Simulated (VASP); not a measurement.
# Ta (Im-3m) in VASP: notebook

Ta is run at these levels: PBE; tasks: single point.

All numbers are computed with VASP 6.6.1; they aren't measurements. Logs are shortened: lines on timing, memory, paths and dates and some standing lists are left out, and cuts for length are marked.

## (1) The cell of the first run

The structure is cubic, space group Im-3m (No. 229). The conventional cell has a = 3.303 Å, b = 3.303 Å, c = 3.303 Å, α = 90.00°, β = 90.00°, γ = 90.00°. Ta (site symmetry m-3m) has 14 Ta at 2.86 to 3.30 Å within 3.8 Å.

## (2) Single point, PBE

The input, INCAR:

```
SYSTEM = Ta
PREC     = Accurate       ! precision mode
ENCUT    = 520            ! plane-wave cutoff, eV
EDIFF    = 1E-6           ! SCF threshold, eV
ISMEAR   = -1             ! smearing method
SIGMA    = 0.04           ! smearing width, eV
LREAL    = .False.        ! projectors in reciprocal space
LASPH    = .True.         ! aspherical terms in the spheres
NELM     = 100            ! most SCF steps
ALGO     = Normal         ! electronic algorithm
ISIF     = 2              ! what is computed and relaxed
LWAVE    = .False.        ! write WAVECAR
LCHARG   = .False.        ! write CHGCAR
GGA      = PE             ! functional
NBANDS   = 12             ! bands
```

The input, KPOINTS:

```
Automatic mesh
0
Gamma
  6 6 6
  0 0 0
```

The input, POSCAR:

```
Ta
1.0
   -1.6512800000      1.6512800000      1.6512800000
    1.6512800000     -1.6512800000      1.6512800000
    1.6512800000      1.6512800000     -1.6512800000
Ta
1
Direct
    0.0000000000      0.0000000000      0.0000000000
```

Potentials or basis: VASP PAW PBE potentials, release 64 (Ta_pv).

Started as:

```bash
> cat potpaw_PBE.64/Ta_pv/POTCAR > POTCAR
> mpirun -np 1 vasp_std > vasp.out
```

OUTCAR:

```text
SYSTEM = Ta
   PREC = Accurate
   ENCUT = 520
   EDIFF = 1E-6
   ISMEAR = -1
   LREAL = .False.
   LASPH = .True.
   NELM = 100
   ISIF = 2
   GGA = PE

 ion  position               nearest neighbor table
   1  0.000  0.000  0.000-

  LATTYP: Found a body centered cubic cell.
 ALAT       =     3.3025600000

  Lattice vectors:

 A1 = (  -1.6512800000,   1.6512800000,   1.6512800000)
 A2 = (   1.6512800000,  -1.6512800000,   1.6512800000)
 A3 = (   1.6512800000,   1.6512800000,  -1.6512800000)

Analysis of symmetry for initial positions (statically):
=====================================================================
 Subroutine PRICEL returns:
 Original cell was already a primitive cell.

 Routine SETGRP: Setting up the symmetry group for a
 body centered cubic supercell.

 Subroutine GETGRP returns: Found 48 space group operations
 (whereof 48 operations were pure point group operations)
 out of a pool of 48 trial point group operations.

The static configuration has the point symmetry O_h .

Analysis of symmetry for dynamics (positions and initial velocities):
=====================================================================
 Subroutine PRICEL returns:
 Original cell was already a primitive cell.

 Routine SETGRP: Setting up the symmetry group for a
 body centered cubic supercell.

 Subroutine GETGRP returns: Found 48 space group operations
 (whereof 48 operations were pure point group operations)
 out of a pool of 48 trial point group operations.

The dynamic configuration has the point symmetry O_h .

 Subroutine INISYM returns: Found 48 space group operations
 (whereof 48 operations are pure point group operations),
 and found     1 'primitive' translations

----------------------------------------------------------------------------------------

                                     Primitive cell

  volume of cell :      18.0104

  direct lattice vectors                    reciprocal lattice vectors
    -1.651280000  1.651280000  1.651280000     0.000000000  0.302795407  0.302795407
     1.651280000 -1.651280000  1.651280000     0.302795407  0.000000000  0.302795407
     1.651280000  1.651280000 -1.651280000     0.302795407  0.302795407  0.000000000

  length of vectors
     2.860100858  2.860100858  2.860100858     0.428217371  0.428217371  0.428217371

  position of ions in fractional coordinates (direct lattice)
     0.000000000  0.000000000  0.000000000

  ion indices of the primitive-cell ions
   primitive index   ion index
                 1           1

----------------------------------------------------------------------------------------

 KPOINTS: Automatic mesh

Automatic generation of k-mesh.
 Grid dimensions read from file:
 generate k-points for:    6    6    6

 Generating k-lattice:

  Cartesian coordinates                     Fractional coordinates (reciprocal lattice)
     0.000000000  0.050465901  0.050465901     0.166666667  0.000000000  0.000000000
     0.050465901  0.000000000  0.050465901     0.000000000  0.166666667  0.000000000
     0.050465901  0.050465901  0.000000000     0.000000000  0.000000000  0.166666667

  Length of vectors
     0.071369562  0.071369562  0.071369562

  Shift w.r.t. Gamma in fractional coordinates (k-lattice)
     0.000000000  0.000000000  0.000000000

 Subroutine IBZKPT returns following result:
 ===========================================

 Found     16 irreducible k-points:

 Following reciprocal coordinates:
            Coordinates               Weight
  0.000000  0.000000  0.000000      1.000000
  0.166667  0.000000  0.000000     12.000000
  0.333333  0.000000  0.000000     12.000000
  0.500000  0.000000  0.000000      6.000000
  0.166667  0.166667  0.000000     24.000000
  0.333333  0.166667  0.000000     48.000000
[... 8 lines left out ...]
  0.500000  0.500000  0.333333     12.000000
  0.500000  0.500000  0.500000      1.000000
   k-points           NKPTS =     16   k-points in BZ     NKDIM =     16   number of bands    NBANDS=     12
   number of dos      NEDOS =    301   number of ions     NIONS =      1
   total plane-waves  NPLWV =  13824
   dimension x,y,z NGX =    24 NGY =   24 NGZ =   24
   dimension x,y,z NGXF=    48 NGYF=   48 NGZF=   48
   ions per type =               1
   NGX,Y,Z   is equivalent  to a cutoff of  13.95, 13.95, 13.95 a.u.
   NGXF,Y,Z  is equivalent  to a cutoff of  27.90, 27.90, 27.90 a.u.
 SYSTEM =  Ta
   PREC   = accura    normal or accurate (medium, high low for compatibility)
   ISTART =      0    job   : 0-new  1-cont  2-samecut
   ICHARG =      2    charge: 1-file 2-atom 10-const
   ISPIN  =      1    spin polarized calculation?
   LNONCOLLINEAR =      F non collinear calculations
   LSORBIT =      F    spin-orbit coupling
   LASPH  =      T    aspherical Exc in radial PAW
   ENCUT  =  520.0 eV  38.22 Ry    6.18 a.u.   5.32  5.32  5.32*2*pi/ulx,y,z
   NELM   =    100;   NELMIN=  2; NELMDL= -5     # of ELM steps
   EDIFF  = 0.1E-05   stopping-criterion for ELM
   LREAL  =      F    real-space projection
   EDIFFG = 0.1E-04   stopping-criterion for IOM
   NSW    =      0    number of steps for IOM
   IBRION =     -1    ionic relax: 0-MD 1-quasi-New 2-CG
   NFREE  =      0    steps in history (QN), initial steepest desc. (CG)
   ISIF   =      2    stress and relaxation
   ISYM   =      2    0-nonsym 1-usesym 2-fastsym
   POTIM  = 0.5000    time-step for ionic-motion
   TEBEG  =    0.0;   TEEND  =   0.0 temperature during run
   PSTRESS=    0.0 pullay stress
   NELECT =      11.0000    total number of electrons
   NUPDOWN=      -1.0000    fix difference up-down
   EMIN   =  10.00;   EMAX   =-10.00  energy-range for DOS
   EFERMI =   0.00;   METHOD = LEGACY
   ISMEAR =    -1;   SIGMA  =   0.04  broadening in eV -4-tet -1-fermi 0-gaus
   EFERMI_NEDOS =   21; number of points for ismear=-14 and -15
   IALGO  =     38    algorithm
   IMIX   =      4    mixing-type and parameters
     AMIX     =   0.40;   BMIX     =  1.00
     AMIX_MAG =   1.60;   BMIX_MAG =  1.00
  volume/ion in A,a.u.               =      18.01       121.54
  Fermi-wavevector in a.u.,A,eV,Ry     =   1.388988  2.624806 26.249534  1.929286
  Thomas-Fermi vector in A             =   2.513061
   LORBIT       =      0    0 simple, 1 ext, 2 COOP (PROOUT), +10 PAW based schemes
   GGA     = PE    functional components
   LHFCALC =     F    Hartree Fock is set to
   AEXX    =    0.0000 exact exchange contribution
   IVDW    =     0    specifies the selected vdW correction
   LEPSILON=     F    determine dielectric tensor
   LRPA    =     F    only Hartree local field effects (RPA)
 non-spin polarized calculation
  energy-cutoff  :      520.00
  volume of cell :       18.01
 maximum number of plane-waves:       498
 NGX is ok and might be reduce to    24
   NGX = 11   NGY = 11   NGZ = 11

 number of electron      11.0000002 magnetization

 Free energy of the ion-electron system (eV)
  ---------------------------------------------------
  ext. energy  EPLUGINS =         0.00000000
  ---------------------------------------------------
  free energy    TOTEN  =       -11.73392296 eV

  energy without entropy =      -11.71431852  energy(sigma->0) =      -11.72412074

 E-fermi :   5.4500     XC(G=0): -12.6243

 val. band max:        5.4247280944   @ k =   0.3333   0.1667   0.0000
 cond. band min:       5.4806840378   @ k =   0.3333   0.0000   0.0000
 fundamental gap:      0.0559559434
 Fermi energy:         5.4500016656

 k-point     1 :       0.0000    0.0000    0.0000
  band No.  band energies     occupation
      1     -27.6187      2.00000
      2     -27.6187      2.00000
      3     -27.6187      2.00000
      4      -2.4287      2.00000
      5       6.2040      0.00000
      6       6.2040      0.00000
      7       6.2040      0.00000
      8       9.4803      0.00000
      9       9.4803      0.00000
     10      20.1364      0.00000
     11      20.5015      0.00000
     12      20.5015      0.00000

 k-point     2 :       0.1667    0.0000    0.0000
  band No.  band energies     occupation
      1     -27.9312      2.00000
      2     -27.7160      2.00000
      3     -27.6205      2.00000
      4      -1.2710      2.00000
      5       5.5112      0.35593
      6       5.8325      0.00014
      7       7.3961      0.00000
      8       8.8023      0.00000
      9       9.5222      0.00000
     10      20.1354      0.00000
     11      21.2170      0.00000
     12      22.5513      0.00000

 k-point     3 :       0.3333    0.0000    0.0000
  band No.  band energies     occupation
      1     -28.5154      2.00000
      2     -27.9055      2.00000
      3     -27.6241      2.00000
      4       0.7700      2.00000
      5       4.3986      2.00000
      6       5.4807      0.63423
      7       9.2421      0.00000
      8       9.9319      0.00000
      9      10.5781      0.00000
     10      19.1999      0.00000
     11      19.9093      0.00000
     12      20.2041      0.00000
[... 166 lines left out ...]
 k-point    15 :       0.5000    0.5000    0.3333
  band No.  band energies     occupation
      1     -28.5263      2.00000
      2     -28.3295      2.00000
      3     -28.2429      2.00000
      4       2.2923      2.00000
      5       2.5558      2.00000
      6       8.4796      0.00000
      7       8.4891      0.00000
      8      12.5235      0.00000
      9      13.9530      0.00000
     10      15.8283      0.00000
     11      17.7776      0.00000
     12      20.1350      0.00000

 k-point    16 :       0.5000    0.5000    0.5000
  band No.  band energies     occupation
      1     -28.4356      2.00000
      2     -28.4356      2.00000
      3     -28.4356      2.00000
      4       1.6795      2.00000
      5       1.6795      2.00000
      6      12.2990      0.00000
      7      12.2990      0.00000
      8      12.2990      0.00000
      9      14.1396      0.00000
     10      14.1396      0.00000
     11      14.1396      0.00000
     12      20.0931      0.00000

------------------------ aborting loop because EDIFF is reached ----------------------------------------

  FORCE on cell =-STRESS in cart. coord.  units (eV):
  Direction    XX          YY          ZZ          XY          YZ          ZX
  --------------------------------------------------------------------------------------
  -------------------------------------------------------------------------------------
  Total        0.6268152      0.6268152      0.6268152      0.0000000     -0.0000000      0.0000000
  in kB       55.7606687     55.7606687     55.7606687      0.0000000     -0.0000000      0.0000000
  external PRESSURE =      55.7606687 kB  Pullay stress =       0.0000000 kB

 VOLUME and BASIS-vectors are now :
 -----------------------------------------------------------------------------
  energy-cutoff  :      520.00
  volume of cell :       18.01
      direct lattice vectors                 reciprocal lattice vectors
    -1.651280000  1.651280000  1.651280000     0.000000000  0.302795407  0.302795407
     1.651280000 -1.651280000  1.651280000     0.302795407  0.000000000  0.302795407
     1.651280000  1.651280000 -1.651280000     0.302795407  0.302795407  0.000000000

 POSITION                                       TOTAL-FORCE (eV/Angst)
 -----------------------------------------------------------------------------------
      0.00000      0.00000      0.00000         0.000000     -0.000000     -0.000000
 -----------------------------------------------------------------------------------
    total drift:                               -0.000000      0.000000      0.000000

  FREE ENERGIE OF THE ION-ELECTRON SYSTEM (eV)
  ---------------------------------------------------
  free  energy   TOTEN  =       -11.7339229613 eV

  energy  without entropy=      -11.7143185175  energy(sigma->0) =      -11.72412074
```

Run time: 3.1 s. Hardware: 1 thread of AMD EPYC 9R45 (Zen 5), shared host; peak memory 0.11 GiB.

Results:

```
Free energy : -11.7339 eV
Pressure    : 5.6 GPa
```

Caveat: the k points lie up to 0.45 Å⁻¹ apart; spin-orbit coupling is left out, which moves the levels of the heavy elements.

(Continued in part 2 of 2.)
